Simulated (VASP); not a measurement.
Input of a VASP 6.6.1 run:

INCAR

```
SYSTEM = Al3Cu
  PREC = Accurate
  ENCUT = 520
  EDIFF = 1E-7
  ISMEAR = 0
  SIGMA = 0.15
  LREAL = .False.
  LASPH = .True.
  NELM = 80
  ALGO = Fast
  ISIF = 2
  LWAVE = .False.
  LCHARG = .False.
  GGA = PS
  NBANDS = 18
```

Contents of KPOINTS:

```
Automatic mesh
0
Gamma
  12 12 12
  0 0 0
```

The input POSCAR:

```
Al3Cu
1.0
    3.8923537780      0.0000000000      0.0000000000
    0.0000000000      3.8923537780      0.0000000000
    0.0000000000      0.0000000000      3.8923537780
Al Cu
3 1
Direct
    0.0000000000      0.5000000000      0.5000000000
    0.5000000000      0.0000000000      0.5000000000
    0.5000000000      0.5000000000      0.0000000000
    0.0000000000      0.0000000000      0.0171361607
```

Potentials or basis: VASP PAW PBE potentials, release 64 (Al, Cu).

Run with:

```sh
$ cat potpaw_PBE.64/Al/POTCAR potpaw_PBE.64/Cu/POTCAR > POTCAR
$ mpirun -np 1 vasp_std > vasp.out
```

(1) What does it give for the band gap on the k mesh?

(2) What does it give for the pressure?

(3) Predict the largest force.

## Answers

(1) zero (bands 10 and 11 overlap by 4.10 eV).

(2) 0.3 GPa.

(3) 0.128 eV/Å.

Caveat: the cell differs from its parent crystal (atom 4 (Cu) moved +0.067 Å along Cartesian [0 0 1]); the PAW data sets were made with another functional, which shifts forces and pressure a little.
